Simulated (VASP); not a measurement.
Here is a VASP 6.6.1 calculation.

The input INCAR:

```
SYSTEM = MgSi2N2
PREC = Accurate ; ENCUT = 520
EDIFF = 1E-7 ; ISMEAR = 0
SIGMA = 0.2 ; LREAL = .False.
LASPH = .True. ; NELM = 80
ALGO = Normal ; ISIF = 2
LWAVE = .False. ; LCHARG = .False.
GGA = PE ; NBANDS = 31
```

The input KPOINTS:

```
regular mesh
0
Gamma
  6 6 2
  0 0 0
```

Contents of POSCAR:

```
MgSi2N2
1.0
    3.3893181609      0.0000000000      0.0000000000
   -1.6946590804      2.9352356288      0.0000000000
    0.0000000000      0.0000000000     13.9527772268
Mg Si N
2 4 4
Direct
    0.0000000000      0.0000000000      0.5000000000
    0.0000000000      0.0000000000      0.0000000000
    0.3333333333      0.6666666667      0.1979281305
    0.3333333333      0.6666666667      0.6979281305
    0.6666666667      0.3333333333      0.3020718695
    0.6666666667      0.3333333333      0.8020718695
    0.3333333333      0.6666666667      0.0815386898
    0.3333333333      0.6666666667      0.5815386898
    0.6666666667      0.3333333333      0.4184613102
    0.6666666667      0.3333333333      0.9184613102
```

Potentials or basis: VASP PAW PBE potentials, release 64 (Mg, Si, N).

Command:

```sh
$ cat potpaw_PBE.64/Mg/POTCAR potpaw_PBE.64/Si/POTCAR potpaw_PBE.64/N/POTCAR > POTCAR
$ mpirun -np 1 vasp_std > vasp.out
```

What does it give for the band gap on the k mesh?

Zero (band 20 reaches 6.14 eV, above the bottom of band 21 at 3.40 eV).

Estimate the largest force.

0.127 eV/Å.

What does it give for the pressure?

0.1 GPa.

Forces on the atoms (eV/Å):
```
Mg   0.000  0.000  0.000
Mg   0.000  0.000  0.000
Si   0.000  0.000  0.127
Si   0.000  0.000  0.127
Si   0.000  0.000 -0.127
Si   0.000  0.000 -0.127
N    0.000  0.000 -0.116
N    0.000  0.000 -0.116
N    0.000  0.000  0.116
N    0.000  0.000  0.116
```
